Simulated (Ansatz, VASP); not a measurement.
**Al2O3: VASP beside Ansatz**

```
Al O
1.0
     2.52154    1.45581    3.97580
    -2.52154    1.45581    3.97580
     0.00000   -2.91162    3.97580
Al O
4 6
Direct
  0.85594 0.85594 0.85594
  0.64406 0.64406 0.64406
  0.14406 0.14406 0.14406
  0.35594 0.35594 0.35594
  0.05616 0.44384 0.75000
  0.75000 0.05616 0.44384
  0.44384 0.75000 0.05616
  0.94384 0.55616 0.25000
  0.25000 0.94384 0.55616
  0.55616 0.25000 0.94384
```

Alike in both runs: task single point; functional PBE; k mesh 6 × 6 × 6; occupations gaussian, width 0.05 eV; no spin polarisation.

|  | VASP | Ansatz |
| --- | --- | --- |
| version | VASP 6.6.1 | Ansatz 0.2.0 |
| potentials or method | VASP PAW PBE potentials, release 64 (Al, O), cutoff 520 eV | scalar-relativistic, plane waves, PAW |
| valence electrons in the cell | 48 | 48 |

Ansatz gave:

```
gap on the k mesh at the Fermi level (eV)                     : 4.37
least direct gap on the mesh (eV)                             : 4.37
pressure (GPa)                                                : -1.1
traceless stress, the component that is largest in VASP (GPa) : 31.59
rms of the force components (eV/Å)                            : 0.173
```

Q: Which values does VASP return?

A: gap on the k mesh at the Fermi level (eV): 4.36; least direct gap on the mesh (eV): 4.36; pressure (GPa): -1.2; traceless stress, the component that is largest in VASP (GPa): 31.59; rms of the force components (eV/Å): 0.173.

Atom by atom the forces differ by 0.004 eV/Å (rms over components).
